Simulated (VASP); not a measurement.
The system is TaN.

```
CELL_PARAMETERS angstrom
0.00000 2.20863 2.20863
2.20863 0.00000 2.20863
2.20863 2.20863 0.00000
ATOMIC_POSITIONS crystal
Ta 0.50000 0.50000 0.50000
N 0.00000 0.00000 0.00000
```

```yaml
Program: VASP 6.6.1
Task: relaxation of cell and atoms
Functional: LDA
Potentials_or_basis: VASP PAW LDA potentials, release 64 (Ta_pv, N)
Cutoff: 600 eV
k_mesh: 16 × 16 × 16
Occupations: gaussian, width 0.1 eV
Spin: no spin polarisation
```

At the start: pressure -14.3 GPa; volume 10.77 Å³/atom.

Where does the relaxation end?

Over 7 steps the energy falls by 20.5 meV/atom and the volume is 10.33 Å³/atom (-4.1 %); space group Fm-3m (No. 225, to 0.1 Å) before and after.

Step by step:
```csv
step,energy change (eV),largest force (eV/Å),pressure (GPa),volume (Å³)
1,0.0000,0.0000,-14.30,21.55
2,0.2249,0.0000,47.15,18.69
3,-0.0409,0.0000,-0.59,20.70
4,-0.0409,0.0000,-0.08,20.67
5,-0.0409,0.0000,0.22,20.65
6,-0.0409,0.0000,-0.42,20.69
7,-0.0409,0.0000,-0.03,20.66
```

Final structure:
```yaml
crystal:
  lattice:
    - [0.00000, 2.17803, 2.17803]
    - [2.17803, 0.00000, 2.17803]
    - [2.17803, 2.17803, 0.00000]
  atoms:
    - { symbol: Ta, position: [0.50000, 0.50000, 0.50000] }
    - { symbol: N, position: [0.00000, 0.00000, 0.00000] }
```
